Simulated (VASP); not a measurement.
Set up this calculation in VASP 6.6.1, as the native input.

```
Task                   : single point
Functional             : LDA
Potentials or basis    : VASP PAW LDA potentials, release 64 (Cu)
Cutoff                 : 520 eV
k mesh                 : 17 × 17 × 17
Occupations            : fermi-dirac, width 0.1 eV
Spin                   : no spin polarisation
Dipole correction      : no
Further INCAR settings : ALGO = Normal; EDIFF = 1e-06; NBANDS = 12
```

The structure of Cu lies in POSCAR:

```
Cu
1.0
   -1.4146013000      1.4421229000      1.3760800000
    1.4421229000     -1.4146013000      1.3760800000
    1.4434571000      1.4434571000     -1.3472242000
Cu
1
Direct
    0.0000000000      0.0000000000      0.0000000000
```

The input as run:

INCAR

```
  ALGO = Normal
  EDIFF = 1E-6
  ENCUT = 520
  GGA = CA
  ISIF = 2
  ISMEAR = -1
  LASPH = True
  LCHARG = True
  LELF = True
  LREAL = False
  LVHAR = True
  LWAVE = False
  NBANDS = 12
  NELM = 60
  PREC = Accurate
  SIGMA = 0.1
```

KPOINTS

```
k-points
0
Gamma
  17 17 17
```

Potentials or basis: VASP PAW LDA potentials, release 64 (Cu).

Launch:

```bash
$ cat potpaw_LDA.64/Cu/POTCAR > POTCAR
$ mpirun -np 1 vasp_std > vasp.out
```

It gave:

```
Pressure : -6.7 GPa
```

Run time: 4.9 min on 1 thread of AMD EPYC 7571 (shared host), peak memory 0.23 GiB.
